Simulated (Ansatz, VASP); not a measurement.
This is a calculation of NaCl for VASP 6.6.1.

Contents of INCAR:

```
  ALGO = Normal
  EDIFF = 1E-6
  EDIFFG = -0.01
  ENCUT = 600
  GGA = RP
  IBRION = 2
  ISIF = 3
  ISMEAR = -1
  IVDW = 13
  LASPH = T
  LCHARG = F
  LREAL = F
  LWAVE = F
  NELM = 100
  NSW = 60
  PREC = Accurate
  SIGMA = 0.05
```

KPOINTS

```
k-points
0
Gamma
  8 8 8
```

File POSCAR:

```
NaCl
1.0
    3.5021900000      0.0000000000      0.0000000000
    0.0000000000      3.5021900000      0.0000000000
    0.0000000000      0.0000000000      3.5021900000
Cl Na
1 1
Direct
    0.5000000000      0.5000000000      0.5000000000
    0.0000000000      0.0000000000      0.0000000000
```

Potentials or basis: VASP PAW PBE potentials, release 64 (Cl, Na_pv).

Command:

```bash
$ cat potpaw_PBE.64/Cl/POTCAR potpaw_PBE.64/Na_pv/POTCAR > POTCAR
$ mpirun -np 1 vasp_std > vasp.out
```

Question: Translate it to Ansatz 0.2.0. Potentials there: Ansatz PAW.

Answer: As run (the cutoff follows the program's own potentials):

File input.yaml:

```yaml
crystal:
  lattice:
    - [3.50219, 0.0, 0.0]
    - [0.0, 3.50219, 0.0]
    - [0.0, 0.0, 3.50219]
  atoms:
    - { symbol: Cl, position: [0.5, 0.5, 0.5] }
    - { symbol: Na, position: [0.0, 0.0, 0.0] }
hamiltonian:
  xc: rpbe
  pseudopotentials: { kind: paw }
  dispersion: d4
kpoints:
  mp_grid: { grid: [8, 8, 8] }
scf:
  occupations: { method: fermi_dirac, width: 0.05 }
output:
  forces: true
  stress: true
  eigenvalues: true
relax:
  f_tol: 0.01
  max_steps: 40
  cell: { stress_tol: 0.05 }
```

Potentials or basis: Ansatz PAW.

Command:

```sh
$ ansatz run input.yaml --threads 2 --pin off --max-ram 5632MiB --backend cpu --events-out ev --progress --plain --runs-dir out
```

Both were run:

|  | VASP | Ansatz | Ansatz less VASP |
| --- | --- | --- | --- |
| gap on the k mesh at the Fermi level, each at its own relaxed structure (eV) | 4.25 | 4.24 | -0.014 |
| relaxed volume (Å³/atom) | 21.59 | 21.65 | +0.058 |
| relaxed cell length with the largest relative difference (Å) | 3.509 | 3.512 | +0.0031 |

VASP's potentials were made for PBE, not for RPBE. VASP's potentials hold 14 valence electrons a cell and Ansatz's 16, so a difference there can come from the potentials and not from the codes.

Noted on Ansatz's run: the plane-wave basis is chosen anew once the cell has moved, so the energies of steps on either side of that aren't comparable.
